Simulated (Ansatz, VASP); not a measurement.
One calculation of I, two programs

```
CELL_PARAMETERS angstrom
2.53835 -3.70662 0.00000
2.53835 3.70662 0.00000
-1.62087 0.00000 2.38110
ATOMIC_POSITIONS crystal
I 0.50000 0.50000 0.50000
```

Alike in both runs: task relaxation of cell and atoms; functional PBE; k mesh 7 × 7 × 11; occupations fermi-dirac, width 0.05 eV; no spin polarisation.

```csv
,VASP,Ansatz
version,VASP 6.6.1,Ansatz 0.2.0
potentials or method,"VASP PAW PBE potentials, release 64 (I), cutoff 600 eV","all-electron LAPW, scalar-relativistic"
```

Ansatz gave:

- gap on the k mesh at the Fermi level, each at its own relaxed structure (eV): none
- relaxed volume (Å³/atom): 55.53
- relaxed length of the cell vector where the two differ most in proportion (Å): 2.915

Task: Estimate VASP's values.

Result: gap on the k mesh at the Fermi level, each at its own relaxed structure (eV): none; relaxed volume (Å³/atom): 55.53; relaxed length of the cell vector where the two differ most in proportion (Å): 2.912.

A gap of «none» marks a metal or a gap that the smearing closes. Ansatz ran all-electron here, and VASP with PAW potentials.

Neither program's run includes spin-orbit coupling. Noted on VASP's run: the volume moved by over 15 % at a fixed basis, so the end points are rough. Noted on Ansatz's run: the volume moved by over 15 % at a fixed basis, so the end points are rough.
